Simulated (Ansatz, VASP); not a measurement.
**One calculation of Ga3Sb, two programs**

Contents of INCAR:

```
SYSTEM = Ga3Sb
PREC     = Accurate       ! precision mode
ENCUT    = 520            ! plane-wave cutoff, eV
EDIFF    = 1E-6           ! SCF threshold, eV
ISMEAR   = 0              ! smearing method
SIGMA    = 0.15           ! smearing width, eV
LREAL    = .False.        ! projectors in reciprocal space
LASPH    = .True.         ! aspherical terms in the spheres
NELM     = 80             ! most SCF steps
ALGO     = Fast           ! electronic algorithm
ISIF     = 2              ! what is computed and relaxed
LWAVE    = .False.        ! write WAVECAR
LCHARG   = .False.        ! write CHGCAR
GGA      = PE             ! functional
NBANDS   = 30             ! bands
```

KPOINTS

```
regular mesh
0
Gamma
  14 14 14
  0 0 0
```

Contents of POSCAR:

```
Ga3Sb
1.0
   -2.2856658250      2.2856658250      4.2203249441
    2.2856658250     -2.2856658250      4.2203249441
    2.2856658250      2.2856658250     -4.2203249441
Ga Sb
3 1
Direct
    0.7500000000      0.2500000000      0.5000000000
    0.2500000000      0.7500000000      0.5000000000
    0.5000000000      0.5000000000      0.0000000000
    0.0000000000      0.0000000000      0.0000000000
```

Input for Ansatz:

```yaml
crystal:
  lattice:
    - [-2.285665825, 2.285665825, 4.2203249441]
    - [2.285665825, -2.285665825, 4.2203249441]
    - [2.285665825, 2.285665825, -4.2203249441]
  atoms:
    - { symbol: Ga, position: [0.75, 0.25, 0.5] }
    - { symbol: Ga, position: [0.25, 0.75, 0.5] }
    - { symbol: Ga, position: [0.5, 0.5, 0.0] }
    - { symbol: Sb, position: [0.0, 0.0, 0.0] }
basis:
  ecutwfc: 420
kpoints:
  mp_grid: { grid: [14, 14, 14] }
hamiltonian:
  xc: pbe
scf:
  occupations: { method: gaussian, width: 0.15 }
output:
  forces: true
  stress: true
  eigenvalues: true
```

Alike in both runs: task single point; functional PBE; k mesh 14 × 14 × 14; occupations gaussian, width 0.15 eV; no spin polarisation.

|  | VASP | Ansatz |
| --- | --- | --- |
| version | VASP 6.6.1 | Ansatz 0.2.0 |
| potentials or method | VASP PAW PBE potentials, release 64 (Ga_d, Sb), cutoff 520 eV | scalar-relativistic, plane waves, PAW |
| valence electrons in the cell | 44 | 54 |

|  | VASP | Ansatz | Ansatz less VASP |
| --- | --- | --- | --- |
| gap on the k mesh at the Fermi level (eV) | none | none | - |
| pressure (GPa) | 0.0 | 0.0 | +0.01 |

A gap of «none» marks a metal or a gap that the smearing closes. The functional is the same, so the differences come from potentials, cutoffs and numerics. VASP's potentials hold 44 valence electrons a cell and Ansatz's 54, so a difference there can come from the potentials and not from the codes.

Spin-orbit coupling is off throughout.
